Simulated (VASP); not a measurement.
# CuO (P2_1/c) in VASP: single point with PBE+U

Aim: the single point of CuO with PBE+U.

All numbers are computed with VASP 6.6.1; they aren't measurements. Logs are shortened: lines on timing, memory, paths and dates and some standing lists are left out, and cuts for length are marked.

### 1 The cell of the first run

Symmetry: P2_1/c, No. 14, monoclinic system. Conventional cell: a = 4.684 Å, b = 3.423 Å, c = 6.347 Å, α = 90.00°, β = 127.16°, γ = 90.00°. Cu (site symmetry 1) has 4 O at 1.95 to 1.96 Å within 2.6 Å. Within 3.0 Å of O (site symmetry 1) lie 6 Cu at 1.95 to 2.78 Å and 6 O at 2.62 to 2.91 Å.

### 2 Single point, PBE+U, collinear spin

INCAR reads:

```
PREC = Accurate
ENCUT = 520
EDIFF = 1E-6
ISMEAR = 0
SIGMA = 0.01
LREAL = Auto
LASPH = T
NELM = 150
ALGO = Normal
ISIF = 2
LWAVE = F
LCHARG = F
ISPIN = 2
MAGMOM = 1 -1 -1 1 1 -1 -1 1 0 0 0 0 0 0 0 0
LORBIT = 11
LMAXMIX = 4
LDAU = T
LDAUTYPE = 2
LDAUL = 2 -1
LDAUU = 8 0
LDAUJ = 0 0
LDAUPRINT = 1
GGA = PE
NBANDS = 86
```

KPOINTS reads:

```
regular mesh
0
Gamma
  3 6 3
```

POSCAR reads:

```
CuO
1.0
    3.8339394260      0.0000000000      5.0580666287
    0.0000000000      3.4230000000      0.0000000000
   -5.5340605740      0.0000000000      5.0580666287
Cu O
8 8
Direct
    0.1247559521      0.2520239949      0.8761097448
    0.6247559375      0.2520239114      0.3761097459
    0.3752440625      0.7479760886      0.6238902541
    0.8752440479      0.7479760051      0.1238902552
    0.3752440479      0.7520239949      0.1238902552
    0.8752440625      0.7520239114      0.6238902541
    0.1247559375      0.2479760886      0.3761097459
    0.6247559521      0.2479760051      0.8761097448
    0.1254100344      0.4152804417      0.1258941336
    0.6254100716      0.4152809334      0.6258940782
    0.3745899656      0.9152804417      0.8741058664
    0.8745899284      0.9152809334      0.3741059218
    0.3745899284      0.5847190666      0.3741059218
    0.8745899656      0.5847195583      0.8741058664
    0.1254100716      0.0847190666      0.6258940782
    0.6254100344      0.0847195583      0.1258941336
```

Potentials or basis: VASP PAW PBE potentials, release 64 (Cu, O).

Started as:

```sh
$ cat potpaw_PBE.64/Cu/POTCAR potpaw_PBE.64/O/POTCAR > POTCAR
$ mpirun -np 1 vasp_std > vasp.out
```

OUTCAR:

```text
PREC = Accurate
   ENCUT = 520
   EDIFF = 1E-6
   ISMEAR = 0
   LREAL = Auto
   LASPH = T
   NELM = 150
   ISIF = 2
   ISPIN = 2
   LORBIT = 11
   GGA = PE

 ion  position               nearest neighbor table
   1  0.125  0.252  0.876-   9 1.95  14 1.96  11 1.96  15 1.96
   2  0.625  0.252  0.376-  10 1.95  13 1.96  12 1.96  16 1.96
   3  0.375  0.748  0.624-  13 1.95  10 1.96  15 1.96  11 1.96
   4  0.875  0.748  0.124-  14 1.95   9 1.96  16 1.96  12 1.96
   5  0.375  0.752  0.124-  11 1.95  16 1.96   9 1.96  13 1.96
   6  0.875  0.752  0.624-  12 1.95  15 1.96  10 1.96  14 1.96
[... 8 lines left out ...]
  15  0.125  0.085  0.626-   7 1.95   6 1.96   3 1.96   1 1.96
  16  0.625  0.085  0.126-   8 1.95   5 1.96   4 1.96   2 1.96
[... 9 lines left out ...]
 A1 = (   3.8339394260,   0.0000000000,   5.0580666287)
 A2 = (   0.0000000000,  -3.4230000000,   0.0000000000)
 A3 = (   5.5340605740,   0.0000000000,  -5.0580666287)

Analysis of symmetry for initial positions (statically):
=====================================================================
 Subroutine PRICEL returns following result:

  LATTYP: Found a simple monoclinic cell.
 ALAT       =     4.6839999379
 B/A-ratio  =     0.7307856630
 C/A-ratio  =     1.0950042722
 COS(beta)  =    -0.1657361512
[... 12 lines left out ...]
 Subroutine GETGRP returns: Found  4 space group operations
 (whereof  2 operations were pure point group operations)
 out of a pool of  4 trial point group operations.

The static configuration has the point symmetry S_2 .
 The point group associated with its full space group is C_2h.

Analysis of symmetry for dynamics (positions and initial velocities):
=====================================================================
 Subroutine PRICEL returns following result:

  LATTYP: Found a simple monoclinic cell.
 ALAT       =     4.6839999379
 B/A-ratio  =     0.7307856630
 C/A-ratio  =     1.0950042722
 COS(beta)  =    -0.1657361512
[... 12 lines left out ...]
 Subroutine GETGRP returns: Found  4 space group operations
 (whereof  2 operations were pure point group operations)
 out of a pool of  4 trial point group operations.

The dynamic configuration has the point symmetry S_2 .
 The point group associated with its full space group is C_2h.

Analysis of structural, dynamic, and magnetic symmetry:
=====================================================================
 Subroutine PRICEL returns following result:

  LATTYP: Found a simple monoclinic cell.
 ALAT       =     4.6839999379
 B/A-ratio  =     0.7307856630
 C/A-ratio  =     1.0950042722
 COS(beta)  =    -0.1657361512
[... 12 lines left out ...]
 Subroutine GETGRP returns: Found  4 space group operations
 (whereof  2 operations were pure point group operations)
 out of a pool of  4 trial point group operations.

The overall configuration has the point symmetry S_2 .
 The point group associated with its full space group is C_2h.

 Subroutine INISYM returns: Found  4 space group operations
 (whereof  2 operations are pure point group operations),
 and found     2 'primitive' translations

----------------------------------------------------------------------------------------

                                     Primitive cell

  volume of cell :      81.0977

  direct lattice vectors                    reciprocal lattice vectors
     4.683999938  0.000000000 -0.000000068     0.213492745  0.000000000  0.035879674
     0.000000000  3.423000000  0.000000000     0.000000000  0.292141396  0.000000000
    -0.850060636  0.000000000  5.058066560     0.000000003  0.000000000  0.197704002

  length of vectors
     4.683999938  3.423000000  5.128999943     0.216486727  0.292141396  0.197704002

  position of ions in fractional coordinates (direct lattice)
     0.248646211  0.252023995  0.000865700
     0.751353820  0.747976005  0.999134327
     0.251353804  0.752023995  0.499134313
[... 104 lines left out ...]
  volume/ion in A,a.u.               =      10.14        68.41
  Fermi-wavevector in a.u.,A,eV,Ry     =   1.543743  2.917251 32.424625  2.383143
  Thomas-Fermi vector in A             =   2.649363
   LORBIT       =     11    0 simple, 1 ext, 2 COOP (PROOUT), +10 PAW based schemes
 LDA+U is selected, type is set to LDAUTYPE =  2
   angular momentum for each species LDAUL =     2   -1
   U (eV)           for each species LDAUU =   8.0  0.0
   J (eV)           for each species LDAUJ =   0.0  0.0
   GGA     = PE    functional components
   LHFCALC =     F    Hartree Fock is set to
   AEXX    =    0.0000 exact exchange contribution
   IVDW    =     0    specifies the selected vdW correction
   LEPSILON=     F    determine dielectric tensor
   LRPA    =     F    only Hartree local field effects (RPA)
 spin polarized calculation
 Gauss-broadening in eV      SIGMA  =   0.01
  energy-cutoff  :      520.00
  volume of cell :      162.20
 maximum number of plane-waves:      4393
   NGX = 23   NGY = 13   NGZ = 27

 number of electron     136.0000000 magnetization       0.0000000

atom =   1  type =  1  l = 2

 onsite density matrix

spin component  1
[... 248 lines left out ...]
  o =  0.3280  v =  0.0000  0.0000  0.0000  0.0000  0.0000  0.0926  0.5623  0.0093  0.7811 -0.2551      0.0000  0.0000  0.0000  0.0000  0.0000  0.0000  0.0000  0.0000  0.0000  0.0000
  o =  0.9682  v =  0.0000  0.0000  0.0000  0.0000  0.0000 -0.8424 -0.1392 -0.4824  0.1833 -0.0690      0.0000  0.0000  0.0000  0.0000  0.0000  0.0000  0.0000  0.0000  0.0000  0.0000
  o =  0.9729  v =  0.8528  0.0221  0.4955 -0.1513 -0.0614  0.0000  0.0000  0.0000  0.0000  0.0000      0.0000  0.0000  0.0000  0.0000  0.0000  0.0000  0.0000  0.0000  0.0000  0.0000
  o =  0.9772  v =  0.0000  0.0000  0.0000  0.0000  0.0000 -0.0392 -0.4452  0.3069  0.5335  0.6492      0.0000  0.0000  0.0000  0.0000  0.0000  0.0000  0.0000  0.0000  0.0000  0.0000
  o =  0.9791  v =  0.0000  0.0000  0.0000  0.0000  0.0000 -0.1262  0.6518 -0.1528 -0.2250  0.6965      0.0000  0.0000  0.0000  0.0000  0.0000  0.0000  0.0000  0.0000  0.0000  0.0000
  o =  0.9798  v = -0.0020  0.6061 -0.2614 -0.5904 -0.4645  0.0000  0.0000  0.0000  0.0000  0.0000      0.0000  0.0000  0.0000  0.0000  0.0000  0.0000  0.0000  0.0000  0.0000  0.0000
  o =  0.9808  v =  0.0111 -0.5601 -0.0654  0.0989 -0.8198  0.0000  0.0000  0.0000  0.0000  0.0000      0.0000  0.0000  0.0000  0.0000  0.0000  0.0000  0.0000  0.0000  0.0000  0.0000
  o =  0.9854  v =  0.0000  0.0000  0.0000  0.0000  0.0000 -0.5142  0.2033  0.8060 -0.1451 -0.1534      0.0000  0.0000  0.0000  0.0000  0.0000  0.0000  0.0000  0.0000  0.0000  0.0000
  o =  0.9858  v = -0.5110  0.1367  0.8257 -0.0847 -0.1764  0.0000  0.0000  0.0000  0.0000  0.0000      0.0000  0.0000  0.0000  0.0000  0.0000  0.0000  0.0000  0.0000  0.0000  0.0000
  o =  1.0345  v =  0.1068  0.5475 -0.0038  0.7820 -0.2779  0.0000  0.0000  0.0000  0.0000  0.0000      0.0000  0.0000  0.0000  0.0000  0.0000  0.0000  0.0000  0.0000  0.0000  0.0000

 number of electron     136.0000100 magnetization      -0.0000000

 Free energy of the ion-electron system (eV)
  ---------------------------------------------------
  ext. energy  EPLUGINS =         0.00000000
  ---------------------------------------------------
  free energy    TOTEN  =       -62.48851286 eV

  energy without entropy =      -62.48851286  energy(sigma->0) =      -62.48851286

 E-fermi :   4.3296     XC(G=0): -11.8337

 val. band max:        4.2727923196   @ k =  -0.3333   0.1667   0.3333
 cond. band min:       6.7597038911   @ k =   0.0000   0.0000   0.0000
 fundamental gap:      2.4869115715
 Fermi energy:         4.3295785435

 spin component 1

 k-point     1 :       0.0000    0.0000    0.0000
  band No.  band energies     occupation
      1     -13.9209      1.00000
      2     -13.0276      1.00000
      3     -12.9252      1.00000
      4     -12.8359      1.00000
      5     -12.8259      1.00000
      6     -12.4983      1.00000
[... 1649 lines left out ...]
     79      11.8225      0.00000
     80      11.8225      0.00000
 Fermi energy:         4.3295785435

 spin component 2

 k-point     1 :       0.0000    0.0000    0.0000
  band No.  band energies     occupation
      1     -13.9209      1.00000
      2     -13.0276      1.00000
      3     -12.9252      1.00000
      4     -12.8359      1.00000
      5     -12.8259      1.00000
      6     -12.4983      1.00000
[... 1649 lines left out ...]
     79      11.8225      0.00000
     80      11.8225      0.00000
 [bands above 80 left out]

------------------------ aborting loop because EDIFF is reached ----------------------------------------

  FORCE on cell =-STRESS in cart. coord.  units (eV):
  Direction    XX          YY          ZZ          XY          YZ          ZX
  --------------------------------------------------------------------------------------
  -------------------------------------------------------------------------------------
  Total        1.1221166      0.9359242      0.8587655      0.0000000      0.0000000      0.0574458
  in kB       11.0843500      9.2451282      8.4829483      0.0000000      0.0000000      0.5674541
  external PRESSURE =       9.6041422 kB  Pullay stress =       0.0000000 kB

 VOLUME and BASIS-vectors are now :
 -----------------------------------------------------------------------------
  energy-cutoff  :      520.00
  volume of cell :      162.20
      direct lattice vectors                 reciprocal lattice vectors
     3.833939426  0.000000000  5.058066629     0.106746371  0.000000000  0.116791835
     0.000000000  3.423000000  0.000000000     0.000000000  0.292141396  0.000000000
    -5.534060574  0.000000000  5.058066629    -0.106746371  0.000000000  0.080912164

 POSITION                                       TOTAL-FORCE (eV/Angst)
 -----------------------------------------------------------------------------------
     -4.37014      0.86268      5.06245         0.033390     -0.020269     -0.013642
      0.31386      0.86268      5.06245         0.033390     -0.020269     -0.013642
     -2.01398      2.56032      5.05369        -0.033390      0.020269      0.013642
      2.67002      2.56032      5.05369        -0.033390      0.020269      0.013642
      0.75305      2.57418      2.52465        -0.033390     -0.020269      0.013642
     -0.09701      2.57418      7.58272        -0.033390     -0.020269      0.013642
[... 8 lines left out ...]
     -2.98292      0.28999      3.80015         0.021565     -0.015017     -0.030711
      1.70108      0.29000      3.80015         0.021565     -0.015017     -0.030711
 -----------------------------------------------------------------------------------
    total drift:                                0.000000     -0.000046     -0.000000

  FREE ENERGIE OF THE ION-ELECTRON SYSTEM (eV)
  ---------------------------------------------------
  free  energy   TOTEN  =       -62.4885128565 eV

  energy  without entropy=      -62.4885128565  energy(sigma->0) =      -62.48851286

 total charge

# of ion       s       p       d       tot
------------------------------------------
    1        0.373   0.392   9.170   9.934
    2        0.373   0.392   9.170   9.934
    3        0.373   0.392   9.170   9.934
    4        0.373   0.392   9.170   9.934
    5        0.373   0.392   9.170   9.934
    6        0.373   0.392   9.170   9.934
[... 8 lines left out ...]
   15        1.557   3.450   0.000   5.007
   16        1.557   3.450   0.000   5.007
--------------------------------------------------
tot         15.436  30.737  73.356 119.530

 magnetization (x)

# of ion       s       p       d       tot
------------------------------------------
    1       -0.005  -0.004   0.716   0.707
    2        0.005   0.004  -0.716  -0.707
    3        0.005   0.004  -0.716  -0.707
    4       -0.005  -0.004   0.716   0.707
    5       -0.005  -0.004   0.716   0.707
    6        0.005   0.004  -0.716  -0.707
[... 8 lines left out ...]
   15       -0.006  -0.099   0.000  -0.105
   16        0.006   0.099   0.000   0.105
--------------------------------------------------
tot          0.000   0.000   0.000   0.000
```

Run time: 31 min. Hardware: 1 thread of Oxide Virtual Turin-like, shared host; peak memory 0.51 GiB.

What came out:

```yaml
Free_energy: -62.4885 eV
Pressure: 1.0 GPa
Largest_force: 0.041 eV/Å
Band_gap_on_the_k_mesh: 2.49 eV
Net_moment: 0.00 μB per cell
Site_moments: Cu +0.71, -0.71 (each value once); O +0.10, -0.10 (each value once) μB
Valence_electrons_inside_the_program's_atomic_spheres: Cu 9.93; O 5.01
```

Forces in eV/Å, atoms in the order of the input:
```
Cu   0.033 -0.020 -0.014
Cu   0.033 -0.020 -0.014
Cu  -0.033  0.020  0.014
Cu  -0.033  0.020  0.014
Cu  -0.033 -0.020  0.014
Cu  -0.033 -0.020  0.014
Cu   0.033  0.020 -0.014
Cu   0.033  0.020 -0.014
O    0.022  0.015 -0.031
O    0.022  0.015 -0.031
O   -0.022  0.015  0.031
O   -0.022  0.015  0.031
O   -0.022 -0.015  0.031
O   -0.022 -0.015  0.031
O    0.022 -0.015 -0.031
O    0.022 -0.015 -0.031
```

Eigenvalues of the final occupation matrices:
```tsv
site	spin	trace	eigenvalues
site 1 d	1	4.95	0.97 0.98 0.98 0.99 1.03
site 1 d	2	4.24	0.33 0.97 0.98 0.98 0.99
site 2 d	1	4.24	0.33 0.97 0.98 0.98 0.99
site 2 d	2	4.95	0.97 0.98 0.98 0.99 1.03
site 3 d	1	4.24	0.33 0.97 0.98 0.98 0.99
site 3 d	2	4.95	0.97 0.98 0.98 0.99 1.03
site 4 d	1	4.95	0.97 0.98 0.98 0.99 1.03
site 4 d	2	4.24	0.33 0.97 0.98 0.98 0.99
site 5 d	1	4.95	0.97 0.98 0.98 0.99 1.03
site 5 d	2	4.24	0.33 0.97 0.98 0.98 0.99
site 6 d	1	4.24	0.33 0.97 0.98 0.98 0.99
site 6 d	2	4.95	0.97 0.98 0.98 0.99 1.03
```

A k mesh can miss the band edges.
